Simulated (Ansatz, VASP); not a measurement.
Tc in VASP and in Ansatz

Contents of INCAR:

```
PREC     = Accurate       # precision mode
ENCUT    = 520            # plane-wave cutoff, eV
EDIFF    = 1E-7           # SCF threshold, eV
ISMEAR   = -1             # smearing method
SIGMA    = 0.03           # smearing width, eV
LREAL    = F              # projectors in reciprocal space
LASPH    = T              # aspherical terms in the spheres
NELM     = 100            # most SCF steps
ALGO     = Normal         # electronic algorithm
ISIF     = 2              # what is computed and relaxed
LWAVE    = F              # write WAVECAR
LCHARG   = F              # write CHGCAR
GGA      = PS             # functional
NBANDS   = 12             # bands
```

Contents of KPOINTS:

```
Automatic mesh
0
Gamma
  18 18 18
```

POSCAR

```
Tc
1.0
    0.0000000000      1.9110000000      1.9500000000
    1.9110000000      0.0000000000      1.9500000000
    1.9110000000      1.9110000000      0.0000000000
Tc
1
Direct
    0.0000000000      0.0000000000      0.0000000000
```

Input for Ansatz:

```yaml
crystal:
  lattice:
    - [0.0, 1.911, 1.95]
    - [1.911, 0.0, 1.95]
    - [1.911, 1.911, 0.0]
  atoms:
    - { symbol: Tc, position: [0.0, 0.0, 0.0] }
kpoints:
  mp_grid: { grid: [18, 18, 18] }
  band_path:
    path:
      - [0.0, 0.0, 0.0]
      - [0.0, 0.5, 0.5]
      - [0.25, 0.75, 0.5]
      - [0.0, 0.5, 0.0]
      - [0.0, 0.0, 0.0]
      - [0.5, 0.5, 0.0]
      - [0.37005, 0.62995, 0.0]
      - [-0.37005, 0.37005, 0.0]
      - [0.0, 0.0, 0.0]
    npoints: 5
scf:
  occupations: { method: fermi_dirac, width: 0.03 }
hamiltonian:
  xc: pbesol
  pseudopotentials: { kind: all_electron, lapw: { basis_error: 0.00025 } }
output:
  forces: true
  stress: true
  eigenvalues: true
```

Change from the starting cell: equal xx and yy strain of -2 %.

Alike in both runs: task single point; functional PBEsol; k mesh 18 × 18 × 18; occupations fermi-dirac, width 0.03 eV; no spin polarisation.

```csv
,VASP,Ansatz
version,VASP 6.6.1,Ansatz 0.2.0
potentials or method,"VASP PAW PBE potentials, release 64 (Tc_pv), cutoff 520 eV","all-electron LAPW, scalar-relativistic"
```

Ansatz gave:

| Item | Value |
| --- | --- |
| pressure (GPa) | -3.8 |
| traceless stress, the component that is largest in VASP (GPa) | -3.15 |

Question: Estimate VASP's values.

Answer: Pressure (GPa): -4.4; traceless stress, the component that is largest in VASP (GPa): -3.14.

VASP's potentials were made for PBE, not for PBEsol. Ansatz ran all-electron here, and VASP with PAW potentials.
